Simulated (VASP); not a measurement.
Wanted: the native input for a VASP 6.6.1 run.

```yaml
Task: single point
Functional: LDA
Potentials_or_basis: VASP PAW LDA potentials, release 64 (Zn)
Cutoff: 520 eV
k_mesh: 18 × 18 × 10
Occupations: gaussian, width 0.1 eV
Spin: no spin polarisation
Dipole_correction: no
Further_INCAR_settings: ALGO = Normal; EDIFF = 1e-06; NBANDS = 19
```

The structure of Zn lies in POSCAR:

```
Zn
1.0
    2.5509311122      0.0000000000      0.0000000000
   -1.2754655561      2.2091711464      0.0000000000
    0.0000000000      0.0000000000      4.8503842452
Zn
2
Direct
    0.3333333333      0.6666666667      0.2500000000
    0.6666666667      0.3333333333      0.7500000000
```

The input as run:

INCAR

```
ALGO     = Normal         # electronic algorithm
EDIFF    = 1E-6           # SCF threshold, eV
ENCUT    = 520            # plane-wave cutoff, eV
GGA      = CA             # functional
ISIF     = 2              # what is computed and relaxed
ISMEAR   = 0              # smearing method
LASPH    = True           # aspherical terms in the spheres
LCHARG   = False          # write CHGCAR
LREAL    = False          # projectors in reciprocal space
LWAVE    = False          # write WAVECAR
NBANDS   = 19             # bands
NELM     = 100            # most SCF steps
PREC     = Accurate       # precision mode
SIGMA    = 0.1            # smearing width, eV
```

KPOINTS

```
k-points
0
Gamma
  18 18 10
```

Potentials or basis: VASP PAW LDA potentials, release 64 (Zn).

The run is started by

```bash
$ cat potpaw_LDA.64/Zn/POTCAR > POTCAR
$ mpirun -np 1 vasp_std > vasp.out
```

Results of the run:

- Pressure: 0.8 GPa
- Band gap on the k mesh: zero (band 12 reaches 5.48 eV, above the bottom of band 13 at 0.40 eV)

It took 69 s on 1 thread of Intel(R) Xeon(R) Platinum 8259CL CPU @ 2.50GHz (Skylake/Cascade Lake), with other jobs on the host, peak memory 0.2 GiB.
